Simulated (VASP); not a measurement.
A run of VASP 6.6.1 is set up as follows.

INCAR

```
  PREC = Accurate
  ENCUT = 520
  EDIFF = 1E-7
  ISMEAR = -1
  SIGMA = 0.02
  LREAL = False
  LASPH = True
  NELM = 100
  ALGO = Normal
  ISIF = 2
  LWAVE = False
  LCHARG = False
  GGA = PE
  NBANDS = 31
```

KPOINTS

```
regular mesh
0
Gamma
  8 8 8
```

The input POSCAR:

```
In2BAs3
1.0
   -1.9858081131      1.9858081131      9.0037713646
    1.9858081131     -1.9858081131      9.0037713646
    1.9858081131      1.9858081131     -9.0037713646
B As In
1 3 2
Direct
    0.0000000000      0.0000000000      0.0000000000
    0.4394691762      0.9394691762      0.5000000000
    0.7500000000      0.2500000000      0.5000000000
    0.0605308238      0.5605308238      0.5000000000
    0.3437128256      0.3437128256      0.0000000000
    0.6562871744      0.6562871744      0.0000000000
```

Potentials or basis: VASP PAW PBE potentials, release 64 (B, As, In_d).

The run is started by

```sh
$ cat potpaw_PBE.64/B/POTCAR potpaw_PBE.64/As/POTCAR potpaw_PBE.64/In_d/POTCAR > POTCAR
$ mpirun -np 1 vasp_std > vasp.out
```

Question: Predict the largest force.

Answer: 0.006 eV/Å.

Question: What does it give for the band gap on the k mesh?

Answer: Zero (band 22 reaches 5.01 eV, above the bottom of band 23 at 4.91 eV).

Forces on the atoms (eV/Å):
```
B    0.000  0.000  0.000
As   0.000  0.000 -0.006
As   0.000  0.000  0.000
As   0.000  0.000  0.006
In   0.000  0.000  0.005
In   0.000  0.000 -0.005
```

Caveat: spin-orbit coupling is left out, which moves the levels of the heavy elements.
